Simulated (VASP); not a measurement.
# Rh (Fm-3m) in VASP: further runs

Aim: see how the results for Rh move with the level of theory and the settings. Levels: LDA, B3LYP, HSE06, r2SCAN, r2SCANh. Tasks: single point.

All numbers are computed with VASP 6.6.1; they aren't measurements. Logs are shortened: lines on timing, memory, paths and dates and some standing lists are left out, and cuts for length are marked.

### 1 The cell of the first run

It takes space group Fm-3m (No. 225, cubic). Conventional cell: a = 3.753 Å, b = 3.753 Å, c = 3.753 Å, α = 90.00°, β = 90.00°, γ = 90.00°. Rh (site symmetry m-3m) has 12 Rh at 2.65 Å within 3.5 Å.

### 2 Single point, LDA

INCAR

```
SYSTEM = Rh
PREC = Accurate
ENCUT = 620
EDIFF = 1E-6
ISMEAR = -1
SIGMA = 0.05
LREAL = .FALSE.
LASPH = .TRUE.
NELM = 120
ALGO = Normal
ISIF = 2
LWAVE = .FALSE.
LCHARG = .FALSE.
NBANDS = 14
GGA_COMPAT = .FALSE.
```

KPOINTS

```
regular mesh
0
G
  12 12 12
  0 0 0
```

POSCAR

```
Rh
1.0
    0.0000000000      1.8765299240      1.8765299240
    1.8765299240      0.0000000000      1.8765299240
    1.8765299240      1.8765299240      0.0000000000
Rh
1
Direct
    0.0000000000      0.0000000000      0.0000000000
```

Potentials or basis: VASP PAW LDA potentials, release 64 (Rh_sv_GW).

Command:

```console
> cat potpaw_LDA.64/Rh_sv_GW/POTCAR > POTCAR
> mpirun -np 1 vasp_std > vasp.out
```

OUTCAR:

```text
SYSTEM = Rh
   PREC = Accurate
   ENCUT = 620
   EDIFF = 1E-6
   ISMEAR = -1
   LREAL = .FALSE.
   LASPH = .TRUE.
   NELM = 120
   ISIF = 2

 ion  position               nearest neighbor table
   1  0.000  0.000  0.000-

  LATTYP: Found a face centered cubic cell.
 ALAT       =     3.7530598480

  Lattice vectors:

 A1 = (   0.0000000000,   1.8765299240,   1.8765299240)
 A2 = (   1.8765299240,   0.0000000000,   1.8765299240)
 A3 = (   1.8765299240,   1.8765299240,   0.0000000000)

Analysis of symmetry for initial positions (statically):
=====================================================================
 Subroutine PRICEL returns:
 Original cell was already a primitive cell.

 Routine SETGRP: Setting up the symmetry group for a
 face centered cubic supercell.

 Subroutine GETGRP returns: Found 48 space group operations
 (whereof 48 operations were pure point group operations)
 out of a pool of 48 trial point group operations.

The static configuration has the point symmetry O_h .

Analysis of symmetry for dynamics (positions and initial velocities):
=====================================================================
 Subroutine PRICEL returns:
 Original cell was already a primitive cell.

 Routine SETGRP: Setting up the symmetry group for a
 face centered cubic supercell.

 Subroutine GETGRP returns: Found 48 space group operations
 (whereof 48 operations were pure point group operations)
 out of a pool of 48 trial point group operations.

The dynamic configuration has the point symmetry O_h .

 Subroutine INISYM returns: Found 48 space group operations
 (whereof 48 operations are pure point group operations),
 and found     1 'primitive' translations

----------------------------------------------------------------------------------------

                                     Primitive cell

  volume of cell :      13.2159

  direct lattice vectors                    reciprocal lattice vectors
     0.000000000  1.876529924  1.876529924    -0.266449255  0.266449255  0.266449255
     1.876529924  0.000000000  1.876529924     0.266449255 -0.266449255  0.266449255
     1.876529924  1.876529924  0.000000000     0.266449255  0.266449255 -0.266449255

  length of vectors
     2.653814069  2.653814069  2.653814069     0.461503647  0.461503647  0.461503647

  position of ions in fractional coordinates (direct lattice)
     0.000000000  0.000000000  0.000000000

  ion indices of the primitive-cell ions
   primitive index   ion index
                 1           1

----------------------------------------------------------------------------------------

 KPOINTS: regular mesh

Automatic generation of k-mesh.
 Grid dimensions read from file:
 generate k-points for:   12   12   12

 Generating k-lattice:

  Cartesian coordinates                     Fractional coordinates (reciprocal lattice)
    -0.022204105  0.022204105  0.022204105     0.083333333  0.000000000  0.000000000
     0.022204105 -0.022204105  0.022204105     0.000000000  0.083333333  0.000000000
     0.022204105  0.022204105 -0.022204105     0.000000000  0.000000000  0.083333333

  Length of vectors
     0.038458637  0.038458637  0.038458637

  Shift w.r.t. Gamma in fractional coordinates (k-lattice)
     0.000000000  0.000000000  0.000000000

 Subroutine IBZKPT returns following result:
 ===========================================

 Found     72 irreducible k-points:

 Following reciprocal coordinates:
            Coordinates               Weight
  0.000000  0.000000  0.000000      1.000000
  0.083333  0.000000  0.000000      8.000000
  0.166667  0.000000  0.000000      8.000000
  0.250000  0.000000  0.000000      8.000000
  0.333333  0.000000  0.000000      8.000000
  0.416667  0.000000  0.000000      8.000000
[... 16 lines left out ...]
  0.500000  0.166667  0.000000     24.000000
 -0.416667  0.166667  0.000000     24.000000
 [... further k-points ...]
   k-points           NKPTS =     72   k-points in BZ     NKDIM =     72   number of bands    NBANDS=     14
   number of dos      NEDOS =    301   number of ions     NIONS =      1
   total plane-waves  NPLWV =  13824
   dimension x,y,z NGX =    24 NGY =   24 NGZ =   24
   dimension x,y,z NGXF=    48 NGYF=   48 NGZF=   48
   ions per type =               1
   NGX,Y,Z   is equivalent  to a cutoff of  15.03, 15.03, 15.03 a.u.
   NGXF,Y,Z  is equivalent  to a cutoff of  30.07, 30.07, 30.07 a.u.
 SYSTEM =  Rh
   PREC   = accura    normal or accurate (medium, high low for compatibility)
   ISTART =      0    job   : 0-new  1-cont  2-samecut
   ICHARG =      2    charge: 1-file 2-atom 10-const
   ISPIN  =      1    spin polarized calculation?
   LNONCOLLINEAR =      F non collinear calculations
   LSORBIT =      F    spin-orbit coupling
   LASPH  =      T    aspherical Exc in radial PAW
   ENCUT  =  620.0 eV  45.57 Ry    6.75 a.u.   5.39  5.39  5.39*2*pi/ulx,y,z
   NELM   =    120;   NELMIN=  2; NELMDL= -5     # of ELM steps
   EDIFF  = 0.1E-05   stopping-criterion for ELM
   LREAL  =      F    real-space projection
[... 7 lines left out ...]
   TEBEG  =    0.0;   TEEND  =   0.0 temperature during run
   PSTRESS=    0.0 pullay stress
   NELECT =      17.0000    total number of electrons
   NUPDOWN=      -1.0000    fix difference up-down
   EMIN   =  10.00;   EMAX   =-10.00  energy-range for DOS
   EFERMI =   0.00;   METHOD = LEGACY
   ISMEAR =    -1;   SIGMA  =   0.05  broadening in eV -4-tet -1-fermi 0-gaus
   EFERMI_NEDOS =   21; number of points for ismear=-14 and -15
   IALGO  =     38    algorithm
   IMIX   =      4    mixing-type and parameters
     AMIX     =   0.40;   BMIX     =  1.00
     AMIX_MAG =   1.60;   BMIX_MAG =  1.00
  volume/ion in A,a.u.               =      13.22        89.19
  Fermi-wavevector in a.u.,A,eV,Ry     =   1.780433  3.364531 43.129677  3.169942
  Thomas-Fermi vector in A             =   2.845226
   LORBIT       =      0    0 simple, 1 ext, 2 COOP (PROOUT), +10 PAW based schemes
   GGA     = CA    functional components
   LHFCALC =     F    Hartree Fock is set to
   AEXX    =    0.0000 exact exchange contribution
   IVDW    =     0    specifies the selected vdW correction
   LEPSILON=     F    determine dielectric tensor
   LRPA    =     F    only Hartree local field effects (RPA)
 non-spin polarized calculation
  energy-cutoff  :      620.00
  volume of cell :       13.22
 maximum number of plane-waves:       487
 NGX is ok and might be reduce to    24
   NGX = 11   NGY = 11   NGZ = 11

 number of electron      17.0000003 magnetization

 Free energy of the ion-electron system (eV)
  ---------------------------------------------------
  ext. energy  EPLUGINS =         0.00000000
  ---------------------------------------------------
  free energy    TOTEN  =        -7.83593336 eV

  energy without entropy =       -7.82830183  energy(sigma->0) =       -7.83211760

 E-fermi :  11.3044     XC(G=0): -14.6807

 val. band max:       11.2104009355   @ k =   0.3333   0.0833   0.0000
 cond. band min:      11.3431620605   @ k =   0.5000   0.4167   0.0000
 fundamental gap:      0.1327611250
 Fermi energy:        11.3044160768

 k-point     1 :       0.0000    0.0000    0.0000
  band No.  band energies     occupation
      1     -67.3097      2.00000
      2     -34.9467      2.00000
      3     -34.9467      2.00000
      4     -34.9467      2.00000
      5       2.9723      2.00000
      6       7.9715      2.00000
      7       7.9715      2.00000
      8       7.9715      2.00000
      9      10.2303      2.00000
     10      10.2303      2.00000
     11      26.9969      0.00000
     12      32.4992      0.00000
     13      32.4992      0.00000
     14      32.4992      0.00000

 k-point     2 :       0.0833    0.0000    0.0000
  band No.  band energies     occupation
      1     -67.3006      2.00000
      2     -35.0062      2.00000
      3     -34.9547      2.00000
      4     -34.9547      2.00000
      5       3.2595      2.00000
      6       7.8440      2.00000
      7       8.0841      2.00000
      8       8.0841      2.00000
      9      10.1676      2.00000
     10      10.1676      2.00000
     11      27.4230      0.00000
     12      31.2237      0.00000
     13      32.9330      0.00000
     14      32.9330      0.00000

 k-point     3 :       0.1667    0.0000    0.0000
  band No.  band energies     occupation
      1     -67.2756      2.00000
      2     -35.1665      2.00000
      3     -34.9764      2.00000
      4     -34.9764      2.00000
      5       4.0173      2.00000
      6       7.6212      2.00000
      7       8.3133      2.00000
      8       8.3133      2.00000
      9      10.1117      2.00000
     10      10.1117      2.00000
     11      28.3817      0.00000
     12      28.9435      0.00000
     13      34.1490      0.00000
     14      34.1490      0.00000

 k-point     4 :       0.2500    0.0000    0.0000
  band No.  band energies     occupation
      1     -67.2413      2.00000
      2     -35.3822      2.00000
      3     -35.0059      2.00000
      4     -35.0059      2.00000
      5       4.7883      2.00000
      6       7.8552      2.00000
      7       8.3600      2.00000
      8       8.3600      2.00000
      9      10.3925      2.00000
     10      10.3925      2.00000
     11      26.5443      0.00000
     12      28.7792      0.00000
     13      35.8220      0.00000
     14      35.8220      0.00000

 k-point     5 :       0.3333    0.0000    0.0000
  band No.  band energies     occupation
      1     -67.2067      2.00000
      2     -35.5939      2.00000
      3     -35.0352      2.00000
      4     -35.0352      2.00000
      5       4.9675      2.00000
      6       8.1721      2.00000
      7       8.1721      2.00000
      8       9.1533      2.00000
      9      11.0276      1.99215
     10      11.0276      1.99215
     11      24.0012      0.00000
     12      27.8754      0.00000
     13      34.9288      0.00000
     14      34.9288      0.00000

 k-point     6 :       0.4167    0.0000    0.0000
  band No.  band energies     occupation
      1     -67.1813      2.00000
      2     -35.7468      2.00000
      3     -35.0565      2.00000
      4     -35.0565      2.00000
      5       4.8421      2.00000
      6       7.9735      2.00000
      7       7.9735      2.00000
      8      10.9596      1.99798
      9      11.6455      0.00218
     10      11.6455      0.00218
     11      21.5104      0.00000
     12      26.9161      0.00000
     13      33.1496      0.00000
     14      33.1496      0.00000

 k-point     7 :       0.5000    0.0000    0.0000
  band No.  band energies     occupation
      1     -67.1720      2.00000
      2     -35.8023      2.00000
      3     -35.0643      2.00000
      4     -35.0643      2.00000
      5       4.7716      2.00000
      6       7.8956      2.00000
      7       7.8956      2.00000
      8      11.9005      0.00001
      9      11.9005      0.00001
     10      11.9394      0.00001
     11      20.2866      0.00000
     12      26.5716      0.00000
     13      32.4933      0.00000
     14      32.4933      0.00000
[... 205 lines left out ...]
 k-point    20 :       0.2500    0.1667    0.0000
  band No.  band energies     occupation
      1     -67.2383      2.00000
      2     -35.2975      2.00000
      3     -35.0625      2.00000
      4     -35.0571      2.00000
      5       5.0708      2.00000
      6       6.7254      2.00000
      7       8.6350      2.00000
      8       9.0879      2.00000
      9       9.7654      2.00000
     10      10.8561      1.99974
     11      28.8749      0.00000
     12      29.9992      0.00000
     13      31.8368      0.00000
     14      32.5020      0.00000

 k-point    21 :       0.3333    0.1667    0.0000
  band No.  band energies     occupation
      1     -67.2069      2.00000
      2     -35.4722      2.00000
      3     -35.0971      2.00000
      4     -35.0943      2.00000
      5       5.5603      2.00000
      6       6.8564      2.00000
      7       8.1694      2.00000
      8       9.1062      2.00000
      9      11.1110      1.95904
     10      11.3449      0.61593
     11      26.3102      0.00000
     12      29.5166      0.00000
     13      31.2802      0.00000
     14      32.9736      0.00000

 k-point    22 :       0.4167    0.1667    0.0000
  band No.  band energies     occupation
      1     -67.1785      2.00000
      2     -35.6251      2.00000
      3     -35.1462      2.00000
      4     -35.1130      2.00000
      5       5.5283      2.00000
      6       7.3303      2.00000
      7       8.1430      2.00000
      8       8.9131      2.00000
      9      11.8391      0.00005
     10      12.9601      0.00000
     11      23.3421      0.00000
     12      28.4178      0.00000
     13      30.7650      0.00000
     14      32.5467      0.00000

 k-point    23 :       0.5000    0.1667    0.0000
  band No.  band energies     occupation
      1     -67.1607      2.00000
      2     -35.7161      2.00000
      3     -35.1919      2.00000
      4     -35.1135      2.00000
      5       5.4713      2.00000
      6       7.2582      2.00000
      7       8.7107      2.00000
      8       8.8167      2.00000
      9      11.9619      0.00000
     10      14.9502      0.00000
     11      20.7398      0.00000
     12      27.6766      0.00000
     13      30.8724      0.00000
     14      31.2298      0.00000

 k-point    24 :      -0.4167    0.1667    0.0000
  band No.  band energies     occupation
      1     -67.1584      2.00000
      2     -35.7236      2.00000
      3     -35.2202      2.00000
      4     -35.0958      2.00000
      5       5.5434      2.00000
      6       7.2710      2.00000
      7       8.6142      2.00000
      8       9.0749      2.00000
      9      11.5592      0.01216
     10      15.5431      0.00000
     11      20.3428      0.00000
     12      27.3940      0.00000
     13      30.2382      0.00000
     14      31.9892      0.00000

 [... further k-points ...]
[... 5 lines left out ...]
  --------------------------------------------------------------------------------------
  -------------------------------------------------------------------------------------
  Total        0.0392217      0.0392217      0.0392217     -0.0000000     -0.0000000      0.0000000
  in kB        4.7548946      4.7548946      4.7548946     -0.0000000     -0.0000000      0.0000000
  external PRESSURE =       4.7548946 kB  Pullay stress =       0.0000000 kB

 VOLUME and BASIS-vectors are now :
 -----------------------------------------------------------------------------
  energy-cutoff  :      620.00
  volume of cell :       13.22
      direct lattice vectors                 reciprocal lattice vectors
     0.000000000  1.876529924  1.876529924    -0.266449255  0.266449255  0.266449255
     1.876529924  0.000000000  1.876529924     0.266449255 -0.266449255  0.266449255
     1.876529924  1.876529924  0.000000000     0.266449255  0.266449255 -0.266449255

 POSITION                                       TOTAL-FORCE (eV/Angst)
 -----------------------------------------------------------------------------------
      0.00000      0.00000      0.00000        -0.000000      0.000000     -0.000000
 -----------------------------------------------------------------------------------
    total drift:                               -0.000000      0.000000      0.000000

  FREE ENERGIE OF THE ION-ELECTRON SYSTEM (eV)
  ---------------------------------------------------
  free  energy   TOTEN  =        -7.8359333621 eV

  energy  without entropy=       -7.8283018335  energy(sigma->0) =       -7.83211760
```

Run time: 10 s. Hardware: 1 thread of AMD EPYC 9R45 (Zen 5), shared host; peak memory 0.12 GiB.

Results:

```
Free energy            : -7.8359 eV
Pressure               : 0.5 GPa
Band gap on the k mesh : zero (an odd number of electrons rules out a gap without spin polarisation)
```

Levels at points of the mesh, in eV from the Fermi level:
| k point | band 6 | band 7 | band 8 | band 9 | band 10 | band 11 |
| --- | --- | --- | --- | --- | --- | --- |
| (0.00, 0.00, 0.00) | -3.33 | -3.33 | -3.33 | -1.07 | -1.07 | 15.69 |
| (0.50, 0.00, 0.00) | -3.41 | -3.41 | 0.60 | 0.60 | 0.63 | 8.98 |
| (0.50, 0.50, 0.00) | -6.38 | 0.58 | 1.04 | 1.04 | 3.24 | 12.73 |

### 3 Single point, B3LYP

This run uses another cell than the first one, of 13.67 Å³/atom.

POSCAR

```
Rh
1.0
    0.0000000000      1.8978500000      1.8978500000
    1.8978500000      0.0000000000      1.8978500000
    1.8978500000      1.8978500000      0.0000000000
Rh
1
Direct
    0.0000000000      0.0000000000      0.0000000000
```

INCAR.step1

```
  PREC = Accurate
  ENCUT = 520
  EDIFF = 1E-5
  ISMEAR = -1
  SIGMA = 0.05
  LREAL = False
  LASPH = True
  NELM = 80
  ALGO = Normal
  ISIF = 2
  LWAVE = True
  NBANDS = 14
  GGA = PE
```

INCAR.step2

```
  PREC = Accurate
  ENCUT = 520
  EDIFF = 1E-6
  ISMEAR = -1
  SIGMA = 0.05
  LREAL = False
  LASPH = True
  NELM = 80
  ALGO = Normal
  ISIF = 2
  LWAVE = False
  LCHARG = True
  GGA = B3
  LHFCALC = True
  AEXX = 0.2
  AGGAX = 0.72
  AGGAC = 0.81
  ALDAC = 0.19
  PRECFOCK = Normal
  LELF = True
  LVHAR = True
  NBANDS = 14
  ISTART = 1
```

KPOINTS

```
Automatic mesh
0
Gamma
  6 6 6
```

Potentials or basis: VASP PAW PBE potentials, release 64 (Rh_pv).

Command:

```console
> cat potpaw_PBE.64/Rh_pv/POTCAR > POTCAR
> cp INCAR.step1 INCAR
> mpirun -np 1 vasp_std > vasp.out
> cp INCAR.step2 INCAR
> mpirun -np 1 vasp_std > vasp.out
```

Run time: 40 min. Hardware: 1 thread of Intel Xeon 8259CL, shared host; peak memory 0.14 GiB.

It converged, with:

| Property | Result |
| --- | --- |
| Free energy | -7.7869 eV |
| Pressure | 12.4 GPa |
| Band gap on the k mesh | zero (an odd number of electrons rules out a gap without spin polarisation) |

Levels at points of the mesh, in eV from the Fermi level:
```csv
k point,band 4,band 5,band 6,band 7,band 8,band 9,band 10,band 11
"(0.00, 0.00, 0.00)",-8.55,-3.73,-3.73,-3.73,-1.65,-1.65,17.74,23.31
"(0.50, 0.00, 0.00)",-6.94,-3.95,-3.95,1.06,1.06,1.65,10.26,17.26
"(0.50, 0.50, 0.00)",-7.31,-6.85,0.67,1.65,1.65,4.34,14.03,14.97
```

Caveat: the k points lie up to 0.48 Å⁻¹ apart, too coarse for converged energies and pressures of a metal; the PAW data sets were made with another functional, which shifts forces and pressure a little.

### 4 Single point, HSE06

This run uses another cell than the first one, of 14.49 Å³/atom.

POSCAR

```
Rh
1.0
    0.0000000000      1.9350721950      1.9350721950
    1.9350721950      0.0000000000      1.9350721950
    1.9350721950      1.9350721950      0.0000000000
Rh
1
Direct
    0.0000000000      0.0000000000      0.0000000000
```

INCAR.step1

```
SYSTEM = Rh
ALGO = Normal
EDIFF = 1E-5
ENCUT = 520
GGA = PE
ISIF = 2
ISMEAR = -1
LASPH = .TRUE.
LCHARG = .FALSE.
LREAL = .FALSE.
LWAVE = .TRUE.
NBANDS = 14
NELM = 80
PREC = Accurate
SIGMA = 0.05
```

INCAR.step2

```
SYSTEM = Rh
ALGO = Normal
EDIFF = 1E-6
ENCUT = 520
GGA = PE
HFSCREEN = 0.2079
ISIF = 2
ISMEAR = -1
ISTART = 1
LASPH = .TRUE.
LCHARG = .FALSE.
LHFCALC = .TRUE.
LREAL = .FALSE.
LWAVE = .FALSE.
NBANDS = 14
NELM = 80
PREC = Accurate
PRECFOCK = Normal
SIGMA = 0.05
```

KPOINTS

```
k-points
0
G
  8 8 8
  0 0 0
```

Command:

```console
> cat potpaw_PBE.64/Rh_pv/POTCAR > POTCAR
> cp INCAR.step1 INCAR
> mpirun -np 1 vasp_std > vasp.out
> cp INCAR.step2 INCAR
> mpirun -np 1 vasp_std > vasp.out
```

It took 54 min on 1 thread of Intel Xeon Platinum 8175M at 2.50GHz (Skylake/Cascade Lake), shared host; peak memory 0.24 GiB.

It converged, with:

```
Free energy            : -8.4175 eV
Pressure               : -16.2 GPa
Band gap on the k mesh : zero (an odd number of electrons rules out a gap without spin polarisation)
```

Levels at points of the mesh, in eV from the Fermi level:
| k point | band 3 | band 4 | band 5 | band 6 | band 7 | band 8 | band 9 | band 10 | band 11 | band 12 |
| --- | --- | --- | --- | --- | --- | --- | --- | --- | --- | --- |
| (0.00, 0.00, 0.00) | -49.30 | -8.30 | -3.38 | -3.38 | -3.38 | -1.63 | -1.63 | 17.19 | 22.62 | 22.62 |
| (0.50, 0.00, 0.00) | -49.42 | -6.49 | -3.67 | -3.67 | 0.59 | 0.59 | 1.03 | 9.35 | 16.68 | 22.32 |
| (0.50, 0.50, 0.00) | -49.58 | -6.89 | -6.35 | 0.01 | 1.25 | 1.25 | 3.69 | 12.91 | 14.22 | 14.22 |

Caveat: the cell stands under tension; the PAW data sets were made with another functional, which shifts forces and pressure a little.

[end of part 1 of 2]

The gap in the log of VASP goes by the Fermi energy; the results here count the filled bands.